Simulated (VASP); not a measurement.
# GaN (Fm-3m) in VASP: notebook, part 2 of 2

VASP 6.6.1. Earlier steps stand in the parts before.

## 3. Single point, r2SCAN (strain -1.0%)

The input, POSCAR:

```
GaN
1.0
    0.0000000000      2.0874300820      2.0874300820
    2.0874300820      0.0000000000      2.0874300820
    2.0874300820      2.0874300820      0.0000000000
Ga N
1 1
Direct
    0.0000000000      0.0000000000      0.0000000000
    0.5000000000      0.5000000000      0.5000000000
```

The input, INCAR.step1:

```
SYSTEM = GaN
PREC     = Accurate       ! precision mode
ENCUT    = 520            ! plane-wave cutoff, eV
ISMEAR   = 0              ! smearing method
SIGMA    = 0.01           ! smearing width, eV
LREAL    = .FALSE.        ! projectors in reciprocal space
LASPH    = .TRUE.         ! aspherical terms in the spheres
NELM     = 60             ! most SCF steps
NBANDS   = 16             ! bands
GGA      = PE             ! functional
ALGO     = Normal         ! electronic algorithm
EDIFF    = 1E-4           ! SCF threshold, eV
LWAVE    = .TRUE.         ! write WAVECAR
LCHARG   = .FALSE.        ! write CHGCAR
```

The input, INCAR.step2:

```
SYSTEM = GaN
PREC     = Accurate       ! precision mode
ENCUT    = 520            ! plane-wave cutoff, eV
EDIFF    = 1E-6           ! SCF threshold, eV
ISMEAR   = 0              ! smearing method
SIGMA    = 0.01           ! smearing width, eV
LREAL    = .FALSE.        ! projectors in reciprocal space
LASPH    = .TRUE.         ! aspherical terms in the spheres
NELM     = 60             ! most SCF steps
ALGO     = Normal         ! electronic algorithm
ISIF     = 2              ! what is computed and relaxed
LWAVE    = .FALSE.        ! write WAVECAR
LCHARG   = .FALSE.        ! write CHGCAR
METAGGA  = R2SCAN         ! meta-GGA
LMIXTAU  = .TRUE.       
NBANDS   = 16             ! bands
ISTART   = 1
```

The input, KPOINTS:

```
Automatic mesh
0
G
  10 10 10
  0 0 0
```

Potentials or basis: VASP PAW PBE potentials, release 64 (Ga_d, N).

Command:

```
$ cat potpaw_PBE.64/Ga_d/POTCAR potpaw_PBE.64/N/POTCAR > POTCAR
$ cp INCAR.step1 INCAR
$ mpirun -np 1 vasp_std > vasp.out
$ cp INCAR.step2 INCAR
$ mpirun -np 1 vasp_std > vasp.out
```

OUTCAR:

```text
SYSTEM = GaN
   PREC = Accurate
   ENCUT = 520
   EDIFF = 1E-6
   ISMEAR = 0
   LREAL = .FALSE.
   LASPH = .TRUE.
   NELM = 60
   ISIF = 2
   METAGGA = R2SCAN
   ISTART = 1

 ion  position               nearest neighbor table
   1  0.000  0.000  0.000-   2 2.09   2 2.09   2 2.09   2 2.09   2 2.09   2 2.09
   2  0.500  0.500  0.500-   1 2.09   1 2.09   1 2.09   1 2.09   1 2.09   1 2.09

  LATTYP: Found a face centered cubic cell.
 ALAT       =     4.1748601640

  Lattice vectors:

 A1 = (   0.0000000000,   2.0874300820,   2.0874300820)
 A2 = (   2.0874300820,   0.0000000000,   2.0874300820)
 A3 = (   2.0874300820,   2.0874300820,   0.0000000000)

Analysis of symmetry for initial positions (statically):
=====================================================================
 Subroutine PRICEL returns:
 Original cell was already a primitive cell.

 Routine SETGRP: Setting up the symmetry group for a
 face centered cubic supercell.

 Subroutine GETGRP returns: Found 48 space group operations
[... 9 lines left out ...]

 Routine SETGRP: Setting up the symmetry group for a
 face centered cubic supercell.

 Subroutine GETGRP returns: Found 48 space group operations
[... 11 lines left out ...]
                                     Primitive cell

  volume of cell :      18.1914

  direct lattice vectors                    reciprocal lattice vectors
     0.000000000  2.087430082  2.087430082    -0.239528981  0.239528981  0.239528981
     2.087430082  0.000000000  2.087430082     0.239528981 -0.239528981  0.239528981
     2.087430082  2.087430082  0.000000000     0.239528981  0.239528981 -0.239528981

  length of vectors
     2.952071932  2.952071932  2.952071932     0.414876365  0.414876365  0.414876365

  position of ions in fractional coordinates (direct lattice)
     0.000000000  0.000000000  0.000000000
     0.500000000  0.500000000  0.500000000

  ion indices of the primitive-cell ions
   primitive index   ion index
                 1           1
                 2           2

----------------------------------------------------------------------------------------
[... 84 lines left out ...]
   EFERMI =   0.00;   METHOD = LEGACY
   ISMEAR =     0;   SIGMA  =   0.01  broadening in eV -4-tet -1-fermi 0-gaus
   EFERMI_NEDOS =   21; number of points for ismear=-14 and -15
   IALGO  =     38    algorithm
   IMIX   =      4    mixing-type and parameters
     AMIX     =   0.40;   BMIX     =  1.00
     AMIX_MAG =   1.60;   BMIX_MAG =  1.00
  volume/ion in A,a.u.               =       9.10        61.38
  Fermi-wavevector in a.u.,A,eV,Ry     =   1.631337  3.082780 36.208653  2.661261
  Thomas-Fermi vector in A             =   2.723490
   LORBIT       =      0    0 simple, 1 ext, 2 COOP (PROOUT), +10 PAW based schemes
   METAGGA = R2SCAN    functional components
   LHFCALC =     F    Hartree Fock is set to
   AEXX    =    0.0000 exact exchange contribution
   IVDW    =     0    specifies the selected vdW correction
   LEPSILON=     F    determine dielectric tensor
   LRPA    =     F    only Hartree local field effects (RPA)
 non-spin polarized calculation
 Gauss-broadening in eV      SIGMA  =   0.01
  energy-cutoff  :      520.00
  volume of cell :       18.19
 maximum number of plane-waves:       531
 NGX is ok and might be reduce to    24
   NGX = 11   NGY = 11   NGZ = 11

 number of electron      17.9999998 magnetization

 Free energy of the ion-electron system (eV)
  ---------------------------------------------------
  ext. energy  EPLUGINS =         0.00000000
  ---------------------------------------------------
  free energy    TOTEN  =       -20.95743014 eV

  energy without entropy =      -20.95743014  energy(sigma->0) =      -20.95743014

 E-fermi :   8.1475     XC(G=0): -14.4155

 val. band max:        8.1008324173   @ k =  -0.2000   0.2000   0.0000
 cond. band min:       9.4851384958   @ k =   0.5000   0.5000   0.0000
 fundamental gap:      1.3843060785
 Fermi energy:         8.1475479043

 k-point     1 :       0.0000    0.0000    0.0000
  band No.  band energies     occupation
      1     -10.3172      2.00000
      2      -6.2368      2.00000
      3      -6.2368      2.00000
      4      -6.2368      2.00000
      5      -6.1608      2.00000
      6      -6.1608      2.00000
[... 433 lines left out ...]
      3      -6.1172      2.00000
      4      -6.0445      2.00000
      5      -5.9885      2.00000
      6      -5.1433      2.00000
[... 8 lines left out ...]
     15      34.4374      0.00000
     16      36.1833      0.00000

 [... further k-points ...]
[... 5 lines left out ...]
  --------------------------------------------------------------------------------------
  -------------------------------------------------------------------------------------
  Total        1.0608634      1.0608634      1.0608634     -0.0000000      0.0000000      0.0000000
  in kB       93.4338526     93.4338526     93.4338526     -0.0000000      0.0000000      0.0000000
  external PRESSURE =      93.4338526 kB  Pullay stress =       0.0000000 kB

 VOLUME and BASIS-vectors are now :
 -----------------------------------------------------------------------------
  energy-cutoff  :      520.00
  volume of cell :       18.19
      direct lattice vectors                 reciprocal lattice vectors
     0.000000000  2.087430082  2.087430082    -0.239528981  0.239528981  0.239528981
     2.087430082  0.000000000  2.087430082     0.239528981 -0.239528981  0.239528981
     2.087430082  2.087430082  0.000000000     0.239528981  0.239528981 -0.239528981

 POSITION                                       TOTAL-FORCE (eV/Angst)
 -----------------------------------------------------------------------------------
      0.00000      0.00000      0.00000         0.000000      0.000000      0.000000
      2.08743      2.08743      2.08743        -0.000000     -0.000000     -0.000000
 -----------------------------------------------------------------------------------
    total drift:                                0.000000     -0.000000     -0.000000

  FREE ENERGIE OF THE ION-ELECTRON SYSTEM (eV)
  ---------------------------------------------------
  free  energy   TOTEN  =       -20.9574301431 eV

  energy  without entropy=      -20.9574301431  energy(sigma->0) =      -20.95743014
```

OUTCAR.step1:

```text
SYSTEM = GaN
   PREC = Accurate
   ENCUT = 520
   ISMEAR = 0
   LREAL = .FALSE.
   LASPH = .TRUE.
[... 678 lines left out ...]
      0.00000      0.00000      0.00000         0.000000     -0.000000      0.000000
      2.08743      2.08743      2.08743        -0.000000      0.000000      0.000000
 -----------------------------------------------------------------------------------
    total drift:                                0.000000     -0.000000     -0.000000

  FREE ENERGIE OF THE ION-ELECTRON SYSTEM (eV)
  ---------------------------------------------------
  free  energy   TOTEN  =       -11.1396549612 eV

  energy  without entropy=      -11.1396549612  energy(sigma->0) =      -11.13965496
```

It took 2.4 min on 1 thread of AMD EPYC 7R13, shared host; peak memory 0.12 GiB.

What came out:

```
Free energy            : -20.9574 eV
Pressure               : 9.3 GPa
Band gap on the k mesh : 1.38 eV, indirect (least direct gap 3.82 eV)
```

Caveat: the cell differs from its parent crystal (strain -1.0%); the PAW data sets were made with another functional, which shifts forces and pressure a little.

## 4. Single point, r2SCAN (strain +1.0%)

The input, POSCAR:

```
GaN
1.0
    0.0000000000      2.1296003866      2.1296003866
    2.1296003866      0.0000000000      2.1296003866
    2.1296003866      2.1296003866      0.0000000000
Ga N
1 1
Direct
    0.0000000000      0.0000000000      0.0000000000
    0.5000000000      0.5000000000      0.5000000000
```

The input, INCAR.step1:

```
  PREC = Accurate
  ENCUT = 520
  ISMEAR = 0
  SIGMA = 0.01
  LREAL = False
  LASPH = True
  NELM = 60
  NBANDS = 16
  GGA = PE
  ALGO = Normal
  EDIFF = 1E-4
  LWAVE = True
  LCHARG = False
```

The input, INCAR.step2:

```
  PREC = Accurate
  ENCUT = 520
  EDIFF = 1E-6
  ISMEAR = 0
  SIGMA = 0.01
  LREAL = False
  LASPH = True
  NELM = 60
  ALGO = Normal
  ISIF = 2
  LWAVE = False
  LCHARG = False
  METAGGA = R2SCAN
  LMIXTAU = True
  NBANDS = 16
  ISTART = 1
```

The input, KPOINTS:

```
regular mesh
0
Gamma
  10 10 10
```

Command:

```
$ cat potpaw_PBE.64/Ga_d/POTCAR potpaw_PBE.64/N/POTCAR > POTCAR
$ cp INCAR.step1 INCAR
$ mpirun -np 1 vasp_std > vasp.out
$ cp INCAR.step2 INCAR
$ mpirun -np 1 vasp_std > vasp.out
```

It took 2.4 min on 1 thread of AMD EPYC 7R13, shared host; peak memory 0.12 GiB.

The run converged. Its results:

```
Free energy            : -20.9683 eV
Pressure               : -5.7 GPa
Band gap on the k mesh : 0.98 eV, indirect (least direct gap 3.02 eV)
```

Levels at points of the mesh, in eV from the valence-band top:
```tsv
k point	band 6	band 7	band 8	band 9	band 10	band 11	band 12	band 13
(0.00, 0.00, 0.00)	-14.31	-0.47	-0.47	-0.47	2.54	15.34	15.34	15.34
(0.50, 0.00, 0.00)	-14.17	-8.20	-0.15	-0.15	5.29	9.69	9.70	10.02
(0.50, 0.50, 0.00)	-11.59	-7.02	-3.01	-3.01	0.98	8.49	12.83	15.37
```

Caveat: the cell differs from its parent crystal (strain +1.0%); the PAW data sets were made with another functional, which shifts forces and pressure a little.

## 5. Single point, r2SCAN (strain +2.0%)

The input, POSCAR:

```
GaN
1.0
    0.0000000000      2.1506855390      2.1506855390
    2.1506855390      0.0000000000      2.1506855390
    2.1506855390      2.1506855390      0.0000000000
Ga N
1 1
Direct
    0.0000000000      0.0000000000      0.0000000000
    0.5000000000      0.5000000000      0.5000000000
```

The input, INCAR.step1:

```
SYSTEM = GaN
PREC = Accurate
ENCUT = 520
ISMEAR = 0
SIGMA = 0.01
LREAL = .False.
LASPH = .True.
NELM = 60
NBANDS = 16
GGA = PE
ALGO = Normal
EDIFF = 1E-4
LWAVE = .True.
LCHARG = .False.
```

The input, INCAR.step2:

```
SYSTEM = GaN
PREC = Accurate
ENCUT = 520
EDIFF = 1E-7
ISMEAR = 0
SIGMA = 0.01
LREAL = .False.
LASPH = .True.
NELM = 60
ALGO = Normal
ISIF = 2
LWAVE = .False.
LCHARG = .True.
METAGGA = R2SCAN
LMIXTAU = .True.
LELF = .True.
LVHAR = .True.
NBANDS = 16
ISTART = 1
```

The input, KPOINTS:

```
regular mesh
0
Gamma
  10 10 10
  0 0 0
```

Command:

```
$ cat potpaw_PBE.64/Ga_d/POTCAR potpaw_PBE.64/N/POTCAR > POTCAR
$ cp INCAR.step1 INCAR
$ mpirun -np 1 vasp_std > vasp.out
$ cp INCAR.step2 INCAR
$ mpirun -np 1 vasp_std > vasp.out
```

Run time: 3.1 min. Hardware: 1 thread of AMD EPYC 7R13, shared host; peak memory 0.12 GiB.

It converged, with:

* Free energy: -20.9365 eV
* Pressure: -11.8 GPa
* Band gap on the k mesh: 0.78 eV, indirect (least direct gap 2.64 eV)

Levels at points of the mesh, in eV from the valence-band top:
```
           k point  band 5  band 6  band 7  band 8  band 9  band 10  band 11  band 12  band 13  band 14
(0.00, 0.00, 0.00)  -14.34  -14.34   -0.44   -0.44   -0.44     2.20    15.16    15.16    15.17    16.16
(0.50, 0.00, 0.00)  -14.22  -14.22   -8.04   -0.15   -0.15     5.15     9.51     9.51     9.62    16.99
(0.50, 0.50, 0.00)  -14.17  -11.67   -6.80   -2.90   -2.90     0.78     8.46    12.52    14.97    14.97
```

Caveat: the cell differs from its parent crystal (strain +2.0%); the PAW data sets were made with another functional, which shifts forces and pressure a little. A k mesh can miss the band edges.

## 6. The runs side by side

```csv
cell,gap on the mesh (eV),pressure (GPa)
"a = 2.922 Å, angles 60.0°, 2 atoms",1.60,18.5
"a = 2.952 Å, angles 60.0°, 2 atoms",1.38,9.3
"a = 3.012 Å, angles 60.0°, 2 atoms",0.98,-5.7
"a = 3.042 Å, angles 60.0°, 2 atoms",0.78,-11.8
```

Alike in all rows: task single point; level r2SCAN; potentials or basis VASP PAW PBE potentials, release 64 (Ga_d, N); no spin polarisation; k mesh 10 × 10 × 10; cutoff (eV) 520; smearing gaussian 0.01 eV.

Caveats: the PAW data sets were made with another functional, which shifts forces and pressure a little.

Total energies depend on the potentials used, so only differences within one code and one set of settings carry meaning.
